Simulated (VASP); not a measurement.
# LaScF (P4/mmm) in VASP: a series of runs

LaScF is run at these levels: PBE; tasks: relaxation of cell and atoms, single point.

Program: VASP 6.6.1. These are calculated values, not measurements. Logs are shortened: lines on timing, memory, paths and dates and some standing lists are left out, and cuts for length are marked.

**1. The cell of the first run**

It takes space group P4/mmm (No. 123, tetragonal). Conventional cell: a = 3.802 Å, b = 3.802 Å, c = 5.080 Å, α = 90.00°, β = 90.00°, γ = 90.00°. La (site symmetry 4/mmm) has 2 Sc at 2.54 Å within 3.4 Å. Within 3.4 Å of Sc (site symmetry 4/mmm) lie 2 La at 2.54 Å and 4 F at 2.69 Å. F (site symmetry 4/mmm) has 4 Sc at 2.69 Å within 3.5 Å.

The cell was generated, and may not be a known phase.

**2. Relaxation of cell and atoms, PBE**

Contents of INCAR:

```
ALGO = Normal
EDIFF = 1E-6
EDIFFG = -0.04
ENCUT = 600
GGA = PE
IBRION = 2
ISIF = 3
ISMEAR = 0
LASPH = T
LCHARG = F
LREAL = F
LWAVE = F
NELM = 80
NSW = 90
PREC = Accurate
SIGMA = 0.1
```

Contents of KPOINTS:

```
k-points
0
Gamma
  4 4 4
```

Contents of POSCAR:

```
LaScF
1.0
    3.8019207200      0.0000000000      0.0000000000
    0.0000000000      3.8019207200      0.0000000000
    0.0000000000      0.0000000000      5.0800795800
La Sc F
1 1 1
Direct
    0.0000000000      0.0000000000      0.0000000000
    0.0000000000      0.0000000000      0.5000000000
    0.5000000000      0.5000000000      0.5000000000
```

Potentials or basis: VASP PAW PBE potentials, release 64 (La, Sc_sv, F).

Started as:

```console
$ cat potpaw_PBE.64/La/POTCAR potpaw_PBE.64/Sc_sv/POTCAR potpaw_PBE.64/F/POTCAR > POTCAR
$ mpirun -np 1 vasp_std > vasp.out
```

OUTCAR:

```text
EDIFF = 1E-6
   EDIFFG = -0.04
   ENCUT = 600
   GGA = PE
   IBRION = 2
   ISIF = 3
   ISMEAR = 0
   LASPH = T
   LREAL = F
   NELM = 80
   NSW = 90
   PREC = Accurate

 ion  position               nearest neighbor table
   1  0.000  0.000  0.000-   2 2.54   2 2.54
   2  0.000  0.000  0.500-   1 2.54   1 2.54
   3  0.500  0.500  0.500-

  LATTYP: Found a simple tetragonal cell.
 ALAT       =     3.8019207200
 C/A-ratio  =     1.3361876678

  Lattice vectors:

 A1 = (   3.8019207200,   0.0000000000,   0.0000000000)
 A2 = (   0.0000000000,   3.8019207200,   0.0000000000)
 A3 = (   0.0000000000,   0.0000000000,   5.0800795800)

Analysis of symmetry for initial positions (statically):
=====================================================================
 Subroutine PRICEL returns:
 Original cell was already a primitive cell.

 Routine SETGRP: Setting up the symmetry group for a
 simple tetragonal supercell.

 Subroutine GETGRP returns: Found 16 space group operations
 (whereof 16 operations were pure point group operations)
 out of a pool of 16 trial point group operations.

The static configuration has the point symmetry D_4h.

Analysis of symmetry for dynamics (positions and initial velocities):
=====================================================================
 Subroutine PRICEL returns:
 Original cell was already a primitive cell.

 Routine SETGRP: Setting up the symmetry group for a
 simple tetragonal supercell.

 Subroutine GETGRP returns: Found 16 space group operations
 (whereof 16 operations were pure point group operations)
 out of a pool of 16 trial point group operations.

The dynamic configuration has the point symmetry D_4h.

 Subroutine INISYM returns: Found 16 space group operations
 (whereof 16 operations are pure point group operations),
 and found     1 'primitive' translations

----------------------------------------------------------------------------------------

                                     Primitive cell

  volume of cell :      73.4305

  direct lattice vectors                    reciprocal lattice vectors
     3.801920720  0.000000000  0.000000000     0.263024948  0.000000000  0.000000000
     0.000000000  3.801920720  0.000000000     0.000000000  0.263024948  0.000000000
     0.000000000  0.000000000  5.080079580     0.000000000  0.000000000  0.196847310

  length of vectors
     3.801920720  3.801920720  5.080079580     0.263024948  0.263024948  0.196847310

  position of ions in fractional coordinates (direct lattice)
[... 79 lines left out ...]
   NFREE  =      1    steps in history (QN), initial steepest desc. (CG)
   ISIF   =      3    stress and relaxation
   ISYM   =      2    0-nonsym 1-usesym 2-fastsym
   POTIM  = 0.5000    time-step for ionic-motion
   TEBEG  =    0.0;   TEEND  =   0.0 temperature during run
   PSTRESS=    0.0 pullay stress
   NELECT =      29.0000    total number of electrons
   NUPDOWN=      -1.0000    fix difference up-down
   EMIN   =  10.00;   EMAX   =-10.00  energy-range for DOS
   EFERMI =   0.00;   METHOD = LEGACY
   ISMEAR =     0;   SIGMA  =   0.10  broadening in eV -4-tet -1-fermi 0-gaus
   EFERMI_NEDOS =   21; number of points for ismear=-14 and -15
   IALGO  =     38    algorithm
   IMIX   =      4    mixing-type and parameters
     AMIX     =   0.40;   BMIX     =  1.00
     AMIX_MAG =   1.60;   BMIX_MAG =  1.00
  volume/ion in A,a.u.               =      24.48       165.18
  Fermi-wavevector in a.u.,A,eV,Ry     =   1.201108  2.269764 19.628577  1.442660
  Thomas-Fermi vector in A             =   2.336926
   LORBIT       =      0    0 simple, 1 ext, 2 COOP (PROOUT), +10 PAW based schemes
   GGA     = PE    functional components
   LHFCALC =     F    Hartree Fock is set to
   AEXX    =    0.0000 exact exchange contribution
   IVDW    =     0    specifies the selected vdW correction
   LEPSILON=     F    determine dielectric tensor
   LRPA    =     F    only Hartree local field effects (RPA)
 conjugate gradient relaxation of ions
 non-spin polarized calculation
 Gauss-broadening in eV      SIGMA  =   0.10
  energy-cutoff  :      600.00
  volume of cell :       73.43
 maximum number of plane-waves:      2473
   NGX = 15   NGY = 15   NGZ = 21

--------------------------------------- Ionic step        1  -------------------------------------------

 number of electron      29.0000008 magnetization

 Free energy of the ion-electron system (eV)
  ---------------------------------------------------
  ext. energy  EPLUGINS =         0.00000000
  ---------------------------------------------------
  free energy    TOTEN  =       -13.57484156 eV

  energy without entropy =      -13.55149822  energy(sigma->0) =      -13.56316989

------------------------ aborting loop because EDIFF is reached ----------------------------------------

  FORCE on cell =-STRESS in cart. coord.  units (eV):
  Direction    XX          YY          ZZ          XY          YZ          ZX
  --------------------------------------------------------------------------------------
  -------------------------------------------------------------------------------------
  Total       -4.3142539     -4.3142539      7.8257928      0.0000000      0.0000000      0.0000000
  in kB      -94.1325129    -94.1325129    170.7506238      0.0000000      0.0000000      0.0000000
  external PRESSURE =      -5.8381340 kB  Pullay stress =       0.0000000 kB
[... 61 lines left out ...]
--------------------------------------- Ionic step        3  -------------------------------------------

 number of electron      28.9999972 magnetization

 E-fermi :   7.8450     XC(G=0): -10.3739

 val. band max:        7.8209841309   @ k =   0.2500   0.2500   0.2500
 cond. band min:       7.8872596522   @ k =   0.0000   0.0000   0.0000
 fundamental gap:      0.0662755213
 Fermi energy:         7.8450125826

 k-point     1 :       0.0000    0.0000    0.0000
  band No.  band energies     occupation
      1     -42.6009      2.00000
      2     -25.4695      2.00000
      3     -21.3794      2.00000
      4     -21.1972      2.00000
      5     -20.9297      2.00000
      6     -20.9297      2.00000
[... 588 lines left out ...]
--------------------------------------- Ionic step        9  -------------------------------------------

 number of electron      28.9999987 magnetization

 Free energy of the ion-electron system (eV)
  ---------------------------------------------------
  ext. energy  EPLUGINS =         0.00000000
  ---------------------------------------------------
  free energy    TOTEN  =       -16.17078040 eV

  energy without entropy =      -16.13718328  energy(sigma->0) =      -16.15398184

 E-fermi :   6.3902     XC(G=0):  -9.7874

 val. band max:        6.3486930022   @ k =   0.2500   0.0000   0.5000
 cond. band min:       6.4031034616   @ k =   0.2500   0.0000   0.5000
 fundamental gap:      0.0544104594
 Fermi energy:         6.3901713111

 k-point     1 :       0.0000    0.0000    0.0000
  band No.  band energies     occupation
      1     -44.1581      2.00000
      2     -26.4354      2.00000
      3     -22.7303      2.00000
      4     -22.7303      2.00000
      5     -22.7202      2.00000
      6     -20.2375      2.00000
[... 397 lines left out ...]
  FREE ENERGIE OF THE ION-ELECTRON SYSTEM (eV)
  ---------------------------------------------------
  free  energy   TOTEN  =       -16.1707803975 eV

  energy  without entropy=      -16.1371832844  energy(sigma->0) =      -16.15398184

 reached required accuracy - stopping structural energy minimisation
```

OSZICAR:

```text
N       E                     dE             d eps       ncg     rms          rms(c)
DAV:   1     0.441740350949E+03    0.44174E+03   -0.13279E+04   656   0.240E+03
[... 121 lines left out ...]
DAV:   3    -0.161837729895E+02    0.12939E+00   -0.10471E+00  1020   0.594E+00    0.894E-01
DAV:   4    -0.161717437784E+02    0.12029E-01   -0.10408E-01   972   0.282E+00    0.316E-01
DAV:   5    -0.161707698920E+02    0.97389E-03   -0.73166E-03  1246   0.663E-01    0.122E-01
DAV:   6    -0.161707430341E+02    0.26858E-04   -0.57026E-04  1024   0.193E-01    0.649E-02
DAV:   7    -0.161707861739E+02   -0.43140E-04   -0.37271E-04  1226   0.164E-01    0.275E-02
DAV:   8    -0.161707800871E+02    0.60868E-05   -0.76773E-05  1074   0.644E-02    0.121E-02
DAV:   9    -0.161707803975E+02   -0.31039E-06   -0.18385E-06   644   0.185E-02
   9 F= -.16170780E+02 E0= -.16153982E+02  d E =-.192287E-01
```

It took 3.5 min on 1 thread of Oxide Virtual Turin-like, shared host; peak memory 0.2 GiB.

What came out:

* Free energy: -16.1708 eV
* Relaxed volume: 22.77 Å³/atom
* Relaxed cell: a = 3.162 Å, b = 3.162 Å, c = 6.831 Å, α = 90.00°, β = 90.00°, γ = 90.00°
* Space group after relaxing (to 0.1 Å): P4/mmm (No. 123)
* Energy gained by relaxing: 865.3 meV/atom
* Ionic steps: 9
* Pressure after relaxing: 0.1 GPa
* Band gap on the k mesh: zero (an odd number of electrons rules out a gap without spin polarisation)

Step by step:
| step | energy change (eV) | largest force (eV/Å) | pressure (GPa) | volume (Å³) |
| --- | --- | --- | --- | --- |
| 1 | 0.0000 | 0.0000 | -0.58 | 73.43 |
| 2 | -1.5280 | 0.0000 | -1.57 | 71.60 |
| 3 | -0.1635 | 0.0000 | 30.04 | 57.63 |
| 4 | -2.3378 | 0.0000 | -1.15 | 68.83 |
| 5 | -2.5510 | 0.0000 | 3.55 | 64.95 |
| 6 | -2.5785 | 0.0000 | 2.05 | 65.92 |
| 7 | -2.5767 | 0.0000 | 2.45 | 65.68 |
| 8 | -2.5897 | 0.0000 | -1.29 | 69.90 |
| 9 | -2.5959 | 0.0000 | 0.13 | 68.31 |

Final structure:
```
CELL_PARAMETERS angstrom
3.16242 0.00000 0.00000
0.00000 3.16242 0.00000
0.00000 0.00000 6.83084
ATOMIC_POSITIONS crystal
La 0.00000 0.00000 0.00000
Sc 0.00000 0.00000 0.50000
F 0.50000 0.50000 0.50000
```

Levels at points of the mesh, in eV from the Fermi level:
```
           k point  band 12  band 13  band 14  band 15  band 16  band 17  band 18
(0.00, 0.00, 0.00)    -7.66    -2.81    -1.21    -0.96    -0.69     1.23     1.51
(0.50, 0.00, 0.00)    -7.75    -1.13    -0.77     0.32     1.25     1.48     1.68
(0.50, 0.50, 0.00)    -7.31    -2.23    -0.75    -0.75     0.35     1.79     1.99
(0.00, 0.00, 0.50)    -7.74    -1.51    -1.11    -1.09    -0.81    -0.22     1.11
(0.50, 0.00, 0.50)    -7.72    -1.14     0.27     0.46     0.50     0.92     1.45
(0.50, 0.50, 0.50)    -7.32    -2.18    -0.07    -0.07     0.59     0.59     1.18
```

Caveat: the k points lie up to 0.50 Å⁻¹ apart in the final cell, too coarse for converged energies and pressures of a metal; a cell axis changed by over 15 % at a fixed basis, so the end point is rough; spin-orbit coupling is left out, which moves the levels of the heavy elements; an odd number of electrons without spin polarisation forces a metal; a magnetic or distorted state may lie lower.

(Part 1 of 2 ends here.)

The gap in the log of VASP goes by the Fermi energy; the results here count the filled bands.